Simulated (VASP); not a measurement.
# Sb (P-3m1) in VASP: single point with PBEsol

Aim: the single point of Sb with PBEsol.

All numbers are computed with VASP 6.6.1; they aren't measurements. Logs are shortened: lines on timing, memory, paths and dates and some standing lists are left out, and cuts for length are marked.

## 1. The cell of the first run

Symmetry: P-3m1, No. 164, trigonal system. Conventional cell: a = 4.500 Å, b = 4.500 Å, c = 7.716 Å, α = 90.00°, β = 90.00°, γ = 120.00°. Within 5.8 Å of Sb (site symmetry 3m) lie 12 Sb at 4.41 to 4.89 Å.

## 2. Single point, PBEsol

The input, INCAR:

```
SYSTEM = Sb
PREC = Accurate
ENCUT = 500
EDIFF = 1E-6
ISMEAR = 1
SIGMA = 0.1
LREAL = .FALSE.
LASPH = .TRUE.
NELM = 120
ALGO = Normal
ISIF = 2
LWAVE = .FALSE.
LCHARG = .FALSE.
GGA = PS
NBANDS = 12
GGA_COMPAT = .FALSE.
```

The input, KPOINTS:

```
Automatic mesh
0
G
  5 5 3
  0 0 0
```

The input, POSCAR:

```
Sb
1.0
    4.5000000000      0.0000000000      0.0000000000
   -2.2500000000      3.8971143200      0.0000000000
    0.0000000000      0.0000000000      7.7160000000
Sb
2
Direct
    0.3333333333      0.6666666667      0.2688000000
    0.6666666667      0.3333333333      0.7312000000
```

Potentials or basis: VASP PAW PBE potentials, release 64 (Sb).

Command:

```
cat potpaw_PBE.64/Sb/POTCAR > POTCAR
mpirun -np 1 vasp_std > vasp.out
```

OUTCAR:

```text
SYSTEM = Sb
   PREC = Accurate
   ENCUT = 500
   EDIFF = 1E-6
   ISMEAR = 1
   LREAL = .FALSE.
   LASPH = .TRUE.
   NELM = 120
   ISIF = 2
   GGA = PS

 ion  position               nearest neighbor table
   1  0.333  0.667  0.269-
   2  0.667  0.333  0.731-

  LATTYP: Found a hexagonal cell.
 ALAT       =     4.5000000000
 C/A-ratio  =     1.7146666667

  Lattice vectors:

 A1 = (   4.5000000000,   0.0000000000,   0.0000000000)
 A2 = (  -2.2500000000,   3.8971143200,   0.0000000000)
 A3 = (   0.0000000000,   0.0000000000,   7.7160000000)

Analysis of symmetry for initial positions (statically):
=====================================================================
 Subroutine PRICEL returns:
 Original cell was already a primitive cell.

 Routine SETGRP: Setting up the symmetry group for a
 hexagonal supercell.

 Subroutine GETGRP returns: Found 12 space group operations
 (whereof 12 operations were pure point group operations)
 out of a pool of 24 trial point group operations.

The static configuration has the point symmetry D_3d.

Analysis of symmetry for dynamics (positions and initial velocities):
=====================================================================
 Subroutine PRICEL returns:
 Original cell was already a primitive cell.

 Routine SETGRP: Setting up the symmetry group for a
 hexagonal supercell.

 Subroutine GETGRP returns: Found 12 space group operations
 (whereof 12 operations were pure point group operations)
 out of a pool of 24 trial point group operations.

The dynamic configuration has the point symmetry D_3d.

 Subroutine INISYM returns: Found 12 space group operations
 (whereof 12 operations are pure point group operations),
 and found     1 'primitive' translations

----------------------------------------------------------------------------------------

                                     Primitive cell

  volume of cell :     135.3156

  direct lattice vectors                    reciprocal lattice vectors
     4.500000000  0.000000000  0.000000000     0.222222222  0.128300060  0.000000000
    -2.250000000  3.897114320  0.000000000     0.000000000  0.256600119  0.000000000
     0.000000000  0.000000000  7.716000000     0.000000000  0.000000000  0.129600829

  length of vectors
     4.500000000  4.500000003  7.716000000     0.256600120  0.256600119  0.129600829

  position of ions in fractional coordinates (direct lattice)
[... 74 lines left out ...]
   POTIM  = 0.5000    time-step for ionic-motion
   TEBEG  =    0.0;   TEEND  =   0.0 temperature during run
   PSTRESS=    0.0 pullay stress
   NELECT =      10.0000    total number of electrons
   NUPDOWN=      -1.0000    fix difference up-down
   EMIN   =  10.00;   EMAX   =-10.00  energy-range for DOS
   EFERMI =   0.00;   METHOD = LEGACY
   ISMEAR =     1;   SIGMA  =   0.10  broadening in eV -4-tet -1-fermi 0-gaus
   EFERMI_NEDOS =   21; number of points for ismear=-14 and -15
   IALGO  =     38    algorithm
   IMIX   =      4    mixing-type and parameters
     AMIX     =   0.40;   BMIX     =  1.00
     AMIX_MAG =   1.60;   BMIX_MAG =  1.00
  volume/ion in A,a.u.               =      67.66       456.58
  Fermi-wavevector in a.u.,A,eV,Ry     =   0.687003  1.298248  6.421591  0.471974
  Thomas-Fermi vector in A             =   1.767394
   LORBIT       =      0    0 simple, 1 ext, 2 COOP (PROOUT), +10 PAW based schemes
   GGA     = PS    functional components
   LHFCALC =     F    Hartree Fock is set to
   AEXX    =    0.0000 exact exchange contribution
   IVDW    =     0    specifies the selected vdW correction
   LEPSILON=     F    determine dielectric tensor
   LRPA    =     F    only Hartree local field effects (RPA)
 non-spin polarized calculation
 Methfessel and Paxton  Order N= 1 SIGMA  =   0.10
  energy-cutoff  :      500.00
  volume of cell :      135.32
 maximum number of plane-waves:      3460
 NGX is ok and might be reduce to    36
   NGX = 17   NGY = 17   NGZ = 29

 number of electron      10.0000001 magnetization

 Free energy of the ion-electron system (eV)
  ---------------------------------------------------
  ext. energy  EPLUGINS =         0.00000000
  ---------------------------------------------------
  free energy    TOTEN  =        -4.16630805 eV

  energy without entropy =       -4.16450459  energy(sigma->0) =       -4.16570690

 E-fermi :   0.2978     XC(G=0):  -6.7770

 val. band max:        0.1466398727   @ k =   0.0000   0.4000   0.3333
 cond. band min:       0.3028942277   @ k =   0.2000  -0.0000   0.3333
 fundamental gap:      0.1562543550
 Fermi energy:         0.2978408597

 k-point     1 :       0.0000    0.0000    0.0000
  band No.  band energies     occupation
      1      -8.6337      2.00000
      2      -8.1057      2.00000
      3      -1.5119      2.00000
      4       1.2089     -0.00000
      5       1.2089     -0.00000
      6       1.3305     -0.00000
      7       1.5301     -0.00000
      8       1.5301     -0.00000
      9       4.5289      0.00000
     10       5.4331      0.00000
     11       7.5121      0.00000
     12       7.9995      0.00000
[... 151 lines left out ...]
 k-point    12 :       0.4000    0.2000    0.3333
  band No.  band energies     occupation
      1      -7.9345      2.00000
      2      -7.8646      2.00000
      3      -1.2604      2.00000
      4      -1.0615      2.00000
      5      -0.3180      2.00000
      6       0.0640      2.00462
      7       0.5885     -0.00031
      8       0.8686     -0.00000
      9       5.4317      0.00000
     10       6.2456      0.00000
     11       6.7094      0.00000
     12       6.7173      0.00000

------------------------ aborting loop because EDIFF is reached ----------------------------------------

  FORCE on cell =-STRESS in cart. coord.  units (eV):
  Direction    XX          YY          ZZ          XY          YZ          ZX
  --------------------------------------------------------------------------------------
  -------------------------------------------------------------------------------------
  Total       -5.9291502     -5.9291502     -5.3029948      0.0000000      0.0000000      0.0000000
  in kB      -70.2029167    -70.2029168    -62.7890488      0.0000000      0.0000000      0.0000000
  external PRESSURE =     -67.7316275 kB  Pullay stress =       0.0000000 kB

 VOLUME and BASIS-vectors are now :
 -----------------------------------------------------------------------------
  energy-cutoff  :      500.00
  volume of cell :      135.32
      direct lattice vectors                 reciprocal lattice vectors
     4.500000000  0.000000000  0.000000000     0.222222222  0.128300060  0.000000000
    -2.250000000  3.897114320  0.000000000     0.000000000  0.256600119  0.000000000
     0.000000000  0.000000000  7.716000000     0.000000000  0.000000000  0.129600829

 POSITION                                       TOTAL-FORCE (eV/Angst)
 -----------------------------------------------------------------------------------
     -0.00000      2.59808      2.07406         0.000000      0.000000      0.657921
      2.25000      1.29904      5.64194        -0.000000      0.000000     -0.657921
 -----------------------------------------------------------------------------------
    total drift:                               -0.000000      0.000000      0.000000

  FREE ENERGIE OF THE ION-ELECTRON SYSTEM (eV)
  ---------------------------------------------------
  free  energy   TOTEN  =        -4.1663080496 eV

  energy  without entropy=       -4.1645045934  energy(sigma->0) =       -4.16570690
```

OSZICAR:

```text
N       E                     dE             d eps       ncg     rms          rms(c)
DAV:   1     0.321489315004E+02    0.32149E+02   -0.29406E+03   288   0.569E+02
DAV:   2    -0.198931103725E+01   -0.34138E+02   -0.33415E+02   412   0.819E+01
DAV:   3    -0.415632513336E+01   -0.21670E+01   -0.21178E+01   364   0.231E+01
DAV:   4    -0.420476671215E+01   -0.48442E-01   -0.48442E-01   336   0.384E+00
DAV:   5    -0.420566441741E+01   -0.89771E-03   -0.89770E-03   344   0.639E-01    0.965E-01
DAV:   6    -0.417544200442E+01    0.30222E-01   -0.34948E-02   324   0.794E-01    0.553E-01
DAV:   7    -0.416503016007E+01    0.10412E-01   -0.62908E-02   308   0.106E+00    0.182E-01
DAV:   8    -0.416629341007E+01   -0.12633E-02   -0.17614E-03   320   0.229E-01    0.283E-02
DAV:   9    -0.416630477504E+01   -0.11365E-04   -0.17972E-04   352   0.704E-02    0.113E-02
DAV:  10    -0.416630712484E+01   -0.23498E-05   -0.17557E-05   336   0.219E-02    0.605E-03
DAV:  11    -0.416630804964E+01   -0.92480E-06   -0.16813E-06   320   0.751E-03
   1 F= -.41663080E+01 E0= -.41657069E+01  d E =-.180346E-02
```

stdout:

```text
POSCAR found type information on POSCAR Sb
 POSCAR found :  1 types and       2 ions
 scaLAPACK will be used
 -----------------------------------------------------------------------------
|                                                                             |
|                                                                             |
|     You enforced a specific xc type in the INCAR file but a different       |
|     I HOPE YOU KNOW WHAT YOU ARE DOING!                                     |
|                                                                             |
 -----------------------------------------------------------------------------

 LDA part: xc-table for (Slater+PW92), standard interpolation
 POSCAR, INCAR and KPOINTS ok, starting setup
 FFT: planning ... GRIDC
 FFT: planning ... GRID_SOFT
 FFT: planning ... GRID
 WAVECAR not read
 entering main loop
```

It took 12 s on 1 thread of Intel Xeon 6975P-C (Granite Rapids), shared host; peak memory 0.23 GiB.

Results:

- Free energy: -4.1663 eV
- Pressure: -6.8 GPa
- Largest force: 0.658 eV/Å
- Band gap on the k mesh: zero (band 5 reaches 1.27 eV, above the bottom of band 6 at -0.04 eV)

Forces in eV/Å, atoms in the order of the input:
```
Sb   0.000  0.000  0.658
Sb   0.000  0.000 -0.658
```

Levels at points of the mesh, in eV from the Fermi level:
| k point | band 2 | band 3 | band 4 | band 5 | band 6 | band 7 | band 8 | band 9 |
| --- | --- | --- | --- | --- | --- | --- | --- | --- |
| (0.00, 0.00, 0.00) | -8.40 | -1.81 | 0.91 | 0.91 | 1.03 | 1.23 | 1.23 | 4.23 |

Caveat: the PAW data sets were made with another functional, which shifts forces and pressure a little; spin-orbit coupling is left out, which moves the levels of the heavy elements.
